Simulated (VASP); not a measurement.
# BAs (F-43m) in VASP: further runs

The runs below take BAs through single point, with B3LYP5, RPBE+D4, revPBE+D3(BJ), BLYP+D4, r2SCAN+rVV10.

All numbers are computed with VASP 6.6.1; they aren't measurements. Logs are shortened: lines on timing, memory, paths and dates and some standing lists are left out, and cuts for length are marked.

### Step 1. The cell of the first run

Symmetry: F-43m, No. 216, cubic system. Conventional cell: a = 4.777 Å, b = 4.777 Å, c = 4.777 Å, α = 90.00°, β = 90.00°, γ = 90.00°. As (site symmetry -43m) has 4 B at 2.07 Å within 2.7 Å. Within 2.7 Å of B (site symmetry -43m) lie 4 As at 2.07 Å.

### Step 2. Single point, B3LYP5

POSCAR reads:

```
BAs
1.0
    0.0000000000      2.3885000000      2.3885000000
    2.3885000000      0.0000000000      2.3885000000
    2.3885000000      2.3885000000      0.0000000000
As B
1 1
Direct
    0.7500000000      0.7500000000      0.7500000000
    0.0000000000      0.0000000000      0.0000000000
```

INCAR.step1 reads:

```
SYSTEM = BAs
PREC     = Accurate       ! precision mode
ENCUT    = 520            ! plane-wave cutoff, eV
EDIFF    = 1E-5           ! SCF threshold, eV
ISMEAR   = -1             ! smearing method
SIGMA    = 0.05           ! smearing width, eV
LREAL    = .False.        ! projectors in reciprocal space
LASPH    = .True.         ! aspherical terms in the spheres
NELM     = 60             ! most SCF steps
ALGO     = Normal         ! electronic algorithm
ISIF     = 2              ! what is computed and relaxed
LWAVE    = .True.         ! write WAVECAR
LCHARG   = .False.        ! write CHGCAR
NBANDS   = 11             ! bands
GGA      = PE             ! functional
```

INCAR.step2 reads:

```
SYSTEM = BAs
PREC     = Accurate       ! precision mode
ENCUT    = 520            ! plane-wave cutoff, eV
EDIFF    = 1E-6           ! SCF threshold, eV
ISMEAR   = -1             ! smearing method
SIGMA    = 0.05           ! smearing width, eV
LREAL    = .False.        ! projectors in reciprocal space
LASPH    = .True.         ! aspherical terms in the spheres
NELM     = 60             ! most SCF steps
ALGO     = Normal         ! electronic algorithm
ISIF     = 2              ! what is computed and relaxed
LWAVE    = .False.        ! write WAVECAR
LCHARG   = .False.        ! write CHGCAR
GGA      = B5             ! functional
LHFCALC  = .True.         ! exact exchange
AEXX     = 0.2            ! exact-exchange fraction
AGGAX    = 0.72         
AGGAC    = 0.81         
ALDAC    = 0.19         
PRECFOCK = Normal       
NBANDS   = 11             ! bands
ISTART   = 1
```

KPOINTS reads:

```
regular mesh
0
Gamma
  6 6 6
  0 0 0
```

Potentials or basis: VASP PAW PBE potentials, release 64 (As, B).

On the command line:

```console
$ cat potpaw_PBE.64/As/POTCAR potpaw_PBE.64/B/POTCAR > POTCAR
$ cp INCAR.step1 INCAR
$ mpirun -np 1 vasp_std > vasp.out
$ cp INCAR.step2 INCAR
$ mpirun -np 1 vasp_std > vasp.out
```

OUTCAR:

```text
SYSTEM = BAs
   PREC = Accurate
   ENCUT = 520
   EDIFF = 1E-6
   ISMEAR = -1
   LREAL = .False.
   LASPH = .True.
   NELM = 60
   ISIF = 2
   GGA = B5
   LHFCALC = .True.
   AEXX = 0.2
   PRECFOCK = Normal
   ISTART = 1

 ion  position               nearest neighbor table
   1  0.750  0.750  0.750-   2 2.07   2 2.07   2 2.07   2 2.07
   2  0.000  0.000  0.000-   1 2.07   1 2.07   1 2.07   1 2.07

  LATTYP: Found a face centered cubic cell.
 ALAT       =     4.7770000000

  Lattice vectors:

 A1 = (   0.0000000000,   2.3885000000,   2.3885000000)
 A2 = (   2.3885000000,   0.0000000000,   2.3885000000)
 A3 = (   2.3885000000,   2.3885000000,   0.0000000000)

Analysis of symmetry for initial positions (statically):
=====================================================================
 Subroutine PRICEL returns:
 Original cell was already a primitive cell.

 Routine SETGRP: Setting up the symmetry group for a
 face centered cubic supercell.

 Subroutine GETGRP returns: Found 24 space group operations
 (whereof 24 operations were pure point group operations)
 out of a pool of 48 trial point group operations.

The static configuration has the point symmetry T_d .

Analysis of symmetry for dynamics (positions and initial velocities):
=====================================================================
 Subroutine PRICEL returns:
 Original cell was already a primitive cell.

 Routine SETGRP: Setting up the symmetry group for a
 face centered cubic supercell.

 Subroutine GETGRP returns: Found 24 space group operations
 (whereof 24 operations were pure point group operations)
 out of a pool of 48 trial point group operations.

The dynamic configuration has the point symmetry T_d .

 Subroutine INISYM returns: Found 24 space group operations
 (whereof 24 operations are pure point group operations),
 and found     1 'primitive' translations

----------------------------------------------------------------------------------------

                                     Primitive cell

  volume of cell :      27.2525

  direct lattice vectors                    reciprocal lattice vectors
     0.000000000  2.388500000  2.388500000    -0.209336404  0.209336404  0.209336404
     2.388500000  0.000000000  2.388500000     0.209336404 -0.209336404  0.209336404
     2.388500000  2.388500000  0.000000000     0.209336404  0.209336404 -0.209336404

  length of vectors
     3.377849094  3.377849094  3.377849094     0.362581287  0.362581287  0.362581287

  position of ions in fractional coordinates (direct lattice)
     0.750000000  0.750000000  0.750000000
     0.000000000  0.000000000  0.000000000

  ion indices of the primitive-cell ions
   primitive index   ion index
                 1           1
                 2           2

----------------------------------------------------------------------------------------

 KPOINTS: regular mesh

Automatic generation of k-mesh.
 Grid dimensions read from file:
 generate k-points for:    6    6    6

 Generating k-lattice:

  Cartesian coordinates                     Fractional coordinates (reciprocal lattice)
    -0.034889401  0.034889401  0.034889401     0.166666667  0.000000000  0.000000000
     0.034889401 -0.034889401  0.034889401     0.000000000  0.166666667  0.000000000
     0.034889401  0.034889401 -0.034889401     0.000000000  0.000000000  0.166666667

  Length of vectors
     0.060430214  0.060430214  0.060430214

  Shift w.r.t. Gamma in fractional coordinates (k-lattice)
     0.000000000  0.000000000  0.000000000

 Subroutine IBZKPT returns following result:
 ===========================================

 Found     16 irreducible k-points:

 Following reciprocal coordinates:
            Coordinates               Weight
  0.000000  0.000000  0.000000      1.000000
  0.166667  0.000000  0.000000      8.000000
  0.333333  0.000000  0.000000      8.000000
  0.500000  0.000000  0.000000      4.000000
  0.166667  0.166667  0.000000      6.000000
  0.333333  0.166667  0.000000     24.000000
[... 8 lines left out ...]
 -0.333333  0.333333  0.166667     24.000000
 -0.333333  0.500000  0.166667     12.000000
   k-points           NKPTS =     16   k-points in BZ     NKDIM =    216   number of bands    NBANDS=     11
   number of dos      NEDOS =    301   number of ions     NIONS =      2
   total plane-waves  NPLWV =  21952
   dimension x,y,z NGX =    28 NGY =   28 NGZ =   28
   dimension x,y,z NGXF=    56 NGYF=   56 NGZF=   56
   ions per type =               1   1
   NGX,Y,Z   is equivalent  to a cutoff of  13.78, 13.78, 13.78 a.u.
   NGXF,Y,Z  is equivalent  to a cutoff of  27.56, 27.56, 27.56 a.u.
 SYSTEM =  BAs
   PREC   = accura    normal or accurate (medium, high low for compatibility)
   ISTART =      1    job   : 0-new  1-cont  2-samecut
   ICHARG =      0    charge: 1-file 2-atom 10-const
   ISPIN  =      1    spin polarized calculation?
   LNONCOLLINEAR =      F non collinear calculations
   LSORBIT =      F    spin-orbit coupling
   LASPH  =      T    aspherical Exc in radial PAW
   ENCUT  =  520.0 eV  38.22 Ry    6.18 a.u.   6.28  6.28  6.28*2*pi/ulx,y,z
   NELM   =     60;   NELMIN=  2; NELMDL=  0     # of ELM steps
   EDIFF  = 0.1E-05   stopping-criterion for ELM
   LREAL  =      F    real-space projection
   EDIFFG = 0.1E-04   stopping-criterion for IOM
   NSW    =      0    number of steps for IOM
   IBRION =     -1    ionic relax: 0-MD 1-quasi-New 2-CG
   NFREE  =      0    steps in history (QN), initial steepest desc. (CG)
   ISIF   =      2    stress and relaxation
   ISYM   =      3    0-nonsym 1-usesym 2-fastsym
   POTIM  = 0.5000    time-step for ionic-motion
   TEBEG  =    0.0;   TEEND  =   0.0 temperature during run
   PSTRESS=    0.0 pullay stress
   NELECT =       8.0000    total number of electrons
   NUPDOWN=      -1.0000    fix difference up-down
   EMIN   =  10.00;   EMAX   =-10.00  energy-range for DOS
   EFERMI =   0.00;   METHOD = LEGACY
   ISMEAR =    -1;   SIGMA  =   0.05  broadening in eV -4-tet -1-fermi 0-gaus
   EFERMI_NEDOS =   21; number of points for ismear=-14 and -15
   IALGO  =     38    algorithm
   IMIX   =      1    mixing-type and parameters
     AMIX     =   0.40;   BMIX     =  1.00
     AMIX_MAG =   1.60;   BMIX_MAG =  1.00
  volume/ion in A,a.u.               =      13.63        91.95
  Fermi-wavevector in a.u.,A,eV,Ry     =   1.088018  2.056057 16.106360  1.183784
  Thomas-Fermi vector in A             =   2.224191
   LORBIT       =      0    0 simple, 1 ext, 2 COOP (PROOUT), +10 PAW based schemes
   GGA     = B5    functional components
   LHFCALC =     T    Hartree Fock is set to
   PRECFOCK=normal    Normal, Fast or Accurate (Low or Medium for compatibility)
   ENCUT4O =  -1.0   cutoff for four orbital integrals eV
   NKREDX  =     1    reduce k-point grid by
   NKREDY  =     1    reduce k-point grid by
   NKREDZ  =     1    reduce k-point grid by
   AEXX    =    0.2000 exact exchange contribution
   HFSCREEN=    0.0000 screening length (either q_TF or 0.3 A-1)
   HFSCREENC=   0.0000 screening length for correlation (either q_TF or 0.3 A-1)
   ENCUTFOCK=  -1.0 apply spherical cutoff to Coloumb kernel
   IVDW    =     0    specifies the selected vdW correction
   LEPSILON=     F    determine dielectric tensor
   LRPA    =     F    only Hartree local field effects (RPA)
 non-spin polarized calculation
  energy-cutoff  :      520.00
  volume of cell :       27.25
 maximum number of plane-waves:       754
 NGX is ok and might be reduce to    28
  NGX = 20; NGY = 20; NGZ = 20

 number of electron       8.0000000 magnetization

 Free energy of the ion-electron system (eV)
  ---------------------------------------------------
  ext. energy  EPLUGINS =         0.00000000
  ---------------------------------------------------
  free energy    TOTEN  =       -12.41487624 eV

  energy without entropy =      -12.41487624  energy(sigma->0) =      -12.41487624

 E-fermi :   6.7822     XC(G=0):  -8.2549

 val. band max:        5.7926032096   @ k =   0.0000   0.0000   0.0000
 cond. band min:       8.3866708343   @ k =   0.3333   0.3333   0.0000
 fundamental gap:      2.5940676247
 Fermi energy:         6.7822064258

 k-point     1 :       0.0000    0.0000    0.0000
  band No.  band energies     occupation
      1     -10.8150      2.00000
      2       5.7926      2.00000
      3       5.7926      2.00000
      4       5.7926      2.00000
      5      10.4071      0.00000
      6      10.4071      0.00000
      7      10.4071      0.00000
      8      12.0093      0.00000
      9      17.1523      0.00000
     10      20.4552      0.00000
     11      20.4552      0.00000

 k-point     2 :       0.1667    0.0000    0.0000
  band No.  band energies     occupation
      1     -10.3296      2.00000
      2       2.6771      2.00000
      3       5.0882      2.00000
      4       5.0882      2.00000
      5      10.4751      0.00000
      6      11.3375      0.00000
      7      11.3375      0.00000
      8      14.0204      0.00000
      9      18.6032      0.00000
     10      18.7882      0.00000
     11      18.7882      0.00000

 k-point     3 :       0.3333    0.0000    0.0000
  band No.  band energies     occupation
      1      -8.9738      2.00000
      2      -1.4261      2.00000
      3       4.1823      2.00000
      4       4.1823      2.00000
      5      10.0330      0.00000
      6      12.0786      0.00000
      7      12.0786      0.00000
      8      16.2258      0.00000
      9      19.0905      0.00000
     10      19.5600      0.00000
     11      19.5600      0.00000
[... 155 lines left out ...]
 k-point    15 :      -0.3333    0.3333    0.1667
  band No.  band energies     occupation
      1      -6.7100      2.00000
      2      -2.8969      2.00000
      3       0.0623      2.00000
      4       1.7295      2.00000
      5      11.6008      0.00000
      6      12.5350      0.00000
      7      14.9328      0.00000
      8      16.3618      0.00000
      9      17.7139      0.00000
     10      22.0747      0.00000
     11      24.0160      0.00000

 k-point    16 :      -0.3333    0.5000    0.1667
  band No.  band energies     occupation
      1      -6.1848      2.00000
      2      -3.1100      2.00000
      3       0.3590      2.00000
      4       0.5705      2.00000
      5      11.0010      0.00000
      6      11.2625      0.00000
      7      16.1155      0.00000
      8      16.3856      0.00000
      9      19.8991      0.00000
     10      23.3493      0.00000
     11      23.4654      0.00000

------------------------ aborting loop because EDIFF is reached ----------------------------------------

  FORCE on cell =-STRESS in cart. coord.  units (eV):
  Direction    XX          YY          ZZ          XY          YZ          ZX
  --------------------------------------------------------------------------------------
  -------------------------------------------------------------------------------------
  Total        0.7579546      0.7579546      0.7579546      0.0000000      0.0000000      0.0000000
  in kB       44.5602953     44.5602953     44.5602953      0.0000000      0.0000000      0.0000000
  external PRESSURE =      44.5602953 kB  Pullay stress =       0.0000000 kB

 VOLUME and BASIS-vectors are now :
 -----------------------------------------------------------------------------
  energy-cutoff  :      520.00
  volume of cell :       27.25
      direct lattice vectors                 reciprocal lattice vectors
     0.000000000  2.388500000  2.388500000    -0.209336404  0.209336404  0.209336404
     2.388500000  0.000000000  2.388500000     0.209336404 -0.209336404  0.209336404
     2.388500000  2.388500000  0.000000000     0.209336404  0.209336404 -0.209336404

 POSITION                                       TOTAL-FORCE (eV/Angst)
 -----------------------------------------------------------------------------------
      3.58275      3.58275      3.58275        -0.000000      0.000000      0.000000
      0.00000      0.00000      0.00000         0.000000     -0.000000     -0.000000
 -----------------------------------------------------------------------------------
    total drift:                                0.000000     -0.000000     -0.000000

  FREE ENERGIE OF THE ION-ELECTRON SYSTEM (eV)
  ---------------------------------------------------
  free  energy   TOTEN  =       -12.4148762408 eV

  energy  without entropy=      -12.4148762408  energy(sigma->0) =      -12.41487624
```

Run time: 7 min. Hardware: 1 thread of AMD EPYC 7R13 (Zen 3), shared host; peak memory 0.14 GiB.

What came out:

* Free energy: -12.4149 eV
* Pressure: 4.5 GPa
* Band gap on the k mesh: 2.59 eV (least direct gap 4.61 eV)

Caveat: the cell stands under pressure; the PAW data sets were made with another functional, which shifts forces and pressure a little. A k mesh can miss the band edges.

### Step 3. Single point, RPBE+D4

This run uses another cell than the first one, of 14.17 Å³/atom.

INCAR reads:

```
ALGO = Normal
EDIFF = 1E-6
ENCUT = 560
GGA = RP
GGA_COMPAT = False
ISIF = 2
ISMEAR = -1
IVDW = 13
LASPH = True
LCHARG = True
LELF = True
LREAL = False
LVHAR = True
LWAVE = False
NBANDS = 16
NELM = 120
PREC = Accurate
SIGMA = 0.05
```

KPOINTS reads:

```
k-points
0
Gamma
  10 10 10
```

POSCAR reads:

```
BAs
1.0
    0.0000000000      2.4199312360      2.4199312360
    2.4199312360      0.0000000000      2.4199312360
    2.4199312360      2.4199312360      0.0000000000
As B
1 1
Direct
    0.7500000000      0.7500000000      0.7500000000
    0.0000000000      0.0000000000      0.0000000000
```

Potentials or basis: VASP PAW PBE potentials, release 64 (As_d, B).

On the command line:

```console
$ cat potpaw_PBE.64/As_d/POTCAR potpaw_PBE.64/B/POTCAR > POTCAR
$ mpirun -np 1 vasp_std > vasp.out
```

OUTCAR:

```text
EDIFF = 1E-6
   ENCUT = 560
   GGA = RP
   ISIF = 2
   ISMEAR = -1
   IVDW = 13
   LASPH = True
   LREAL = False
   NELM = 120
   PREC = Accurate

 ion  position               nearest neighbor table
   1  0.750  0.750  0.750-   2 2.10   2 2.10   2 2.10   2 2.10
   2  0.000  0.000  0.000-   1 2.10   1 2.10   1 2.10   1 2.10

  LATTYP: Found a face centered cubic cell.
 ALAT       =     4.8398624720

  Lattice vectors:

 A1 = (   0.0000000000,   2.4199312360,   2.4199312360)
 A2 = (   2.4199312360,   0.0000000000,   2.4199312360)
 A3 = (   2.4199312360,   2.4199312360,   0.0000000000)

Analysis of symmetry for initial positions (statically):
=====================================================================
 Subroutine PRICEL returns:
 Original cell was already a primitive cell.

 Routine SETGRP: Setting up the symmetry group for a
 face centered cubic supercell.

 Subroutine GETGRP returns: Found 24 space group operations
 (whereof 24 operations were pure point group operations)
 out of a pool of 48 trial point group operations.

The static configuration has the point symmetry T_d .

Analysis of symmetry for dynamics (positions and initial velocities):
[... 157 lines left out ...]

 E-fermi :   5.1481     XC(G=0): -10.8158

 val. band max:        4.5342894246   @ k =   0.0000   0.0000   0.0000
 cond. band min:       5.7966533641   @ k =   0.4000   0.4000   0.0000
 fundamental gap:      1.2623639395
 Fermi energy:         5.1481262589

 k-point     1 :       0.0000    0.0000    0.0000
  band No.  band energies     occupation
      1     -31.2533      2.00000
      2     -31.2533      2.00000
      3     -31.2533      2.00000
      4     -31.2337      2.00000
      5     -31.2337      2.00000
      6     -10.5159      2.00000
[... 433 lines left out ...]
      3     -31.2429      2.00000
      4     -31.2371      2.00000
      5     -31.2298      2.00000
      6      -7.9740      2.00000
[... 8 lines left out ...]
     15      19.9828      0.00000
     16      20.4100      0.00000

 [... further k-points ...]

------------------------ aborting loop because EDIFF is reached ----------------------------------------

  DFT-D4 for vdW energy calculation

  Edisp (eV):   -1.50123

  FORCE on cell =-STRESS in cart. coord.  units (eV):
  Direction    XX          YY          ZZ          XY          YZ          ZX
  --------------------------------------------------------------------------------------
  -------------------------------------------------------------------------------------
  Total      -1.65166    -1.65166    -1.65166     0.00000     0.00000    -0.00000
  in kB     -93.36696   -93.36696   -93.36696     0.00000     0.00000    -0.00000
  external pressure =      -93.37 kB  Pullay stress =        0.00 kB

 VOLUME and BASIS-vectors are now :
 -----------------------------------------------------------------------------
  energy-cutoff  :      560.00
  volume of cell :       28.34
      direct lattice vectors                 reciprocal lattice vectors
     0.000000000  2.419931236  2.419931236    -0.206617441  0.206617441  0.206617441
     2.419931236  0.000000000  2.419931236     0.206617441 -0.206617441  0.206617441
     2.419931236  2.419931236  0.000000000     0.206617441  0.206617441 -0.206617441

 POSITION                                       TOTAL-FORCE (eV/Angst)
 -----------------------------------------------------------------------------------
      3.62990      3.62990      3.62990        -0.000000     -0.000000     -0.000000
      0.00000      0.00000      0.00000         0.000000      0.000000      0.000000
 -----------------------------------------------------------------------------------
    total drift:                               -0.000001     -0.000001     -0.000001

  FREE ENERGIE OF THE ION-ELECTRON SYSTEM (eV)
  ---------------------------------------------------
  free  energy   TOTEN  =       -12.2813849390 eV

  energy  without entropy=      -12.2813848995  energy(sigma->0) =      -12.28138492
```

stdout:

```text
POSCAR found type information on POSCAR AsB
 POSCAR found :  2 types and       2 ions
 scaLAPACK will be used
 -----------------------------------------------------------------------------
|                                                                             |
|                                                                             |
|     You enforced a specific xc type in the INCAR file but a different       |
|     I HOPE YOU KNOW WHAT YOU ARE DOING!                                     |
|                                                                             |
 -----------------------------------------------------------------------------

 LDA part: xc-table for (Slater+PW92), standard interpolation
 POSCAR, INCAR and KPOINTS ok, starting setup
 FFT: planning ... GRIDC
 FFT: planning ... GRID_SOFT
 FFT: planning ... GRID
 WAVECAR not read
 entering main loop
```

Wall time 14 s (1 thread of Intel Xeon 6975P-C (Granite Rapids), shared host); peak memory 0.16 GiB.

Results:

```yaml
Free_energy: -12.2814 eV
Pressure: -9.3 GPa
Band_gap_on_the_k_mesh: 1.26 eV (least direct gap 3.24 eV)
Dispersion_energy_per_atom: -0.751 eV
```

Levels at points of the mesh, in eV from the valence-band top:
```tsv
k point	band 5	band 6	band 7	band 8	band 9	band 10	band 11	band 12	band 13	band 14
(0.00, 0.00, 0.00)	-35.77	-15.05	0.00	0.00	0.00	3.24	3.24	3.24	4.23	9.56
(0.50, 0.00, 0.00)	-35.77	-12.31	-8.51	-1.76	-1.76	2.50	4.76	4.76	8.92	12.61
(0.50, 0.50, 0.00)	-35.76	-11.05	-8.34	-3.92	-3.92	1.51	1.55	11.10	11.10	12.69
```

Caveat: the cell stands under tension; the PAW data sets were made with another functional, which shifts forces and pressure a little.

(Continued in part 2 of 2.)
